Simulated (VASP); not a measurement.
The system is ZrSi3.

```
Zr Si
1.0
     3.90475    0.00000    0.00000
     0.00000    3.90475    0.00000
     0.00000    0.00000    3.90475
Zr Si
1 3
Direct
  0.00000 0.00000 0.00000
  0.00000 0.50000 0.50000
  0.50000 0.00000 0.50000
  0.50000 0.50000 0.00000
```

```yaml
Program: VASP 6.6.1
Task: relaxation of cell and atoms
Functional: PBE
Potentials_or_basis: VASP PAW PBE potentials, release 64 (Zr_sv, Si)
Cutoff: 600 eV
k_mesh: 4 × 4 × 4
Occupations: gaussian, width 0.1 eV
Spin: no spin polarisation
```

At the start: pressure 7.2 GPa; volume 14.88 Å³/atom.

Question: How do energy, volume and symmetry change on relaxing?

Answer: Over 3 steps the energy falls by 17.6 meV/atom and the volume is 15.71 Å³/atom (+5.6 %); space group Pm-3m (No. 221, to 0.05 Å).

Step by step:
| step | energy change (eV) | largest force (eV/Å) | pressure (GPa) | volume (Å³) |
| --- | --- | --- | --- | --- |
| 1 | 0.0000 | 0.0000 | 7.19 | 59.54 |
| 2 | -0.0328 | 0.0000 | -4.42 | 65.48 |
| 3 | -0.0706 | 0.0000 | -0.02 | 62.85 |

Final structure:
```yaml
crystal:
  lattice:
    - [3.97596, 0.00000, 0.00000]
    - [0.00000, 3.97596, 0.00000]
    - [0.00000, 0.00000, 3.97596]
  atoms:
    - { symbol: Zr, position: [0.00000, 0.00000, 0.00000] }
    - { symbol: Si, position: [0.00000, 0.50000, 0.50000] }
    - { symbol: Si, position: [0.50000, 0.00000, 0.50000] }
    - { symbol: Si, position: [0.50000, 0.50000, 0.00000] }
```

Caveat: the k points lie up to 0.40 Å⁻¹ apart in the final cell.
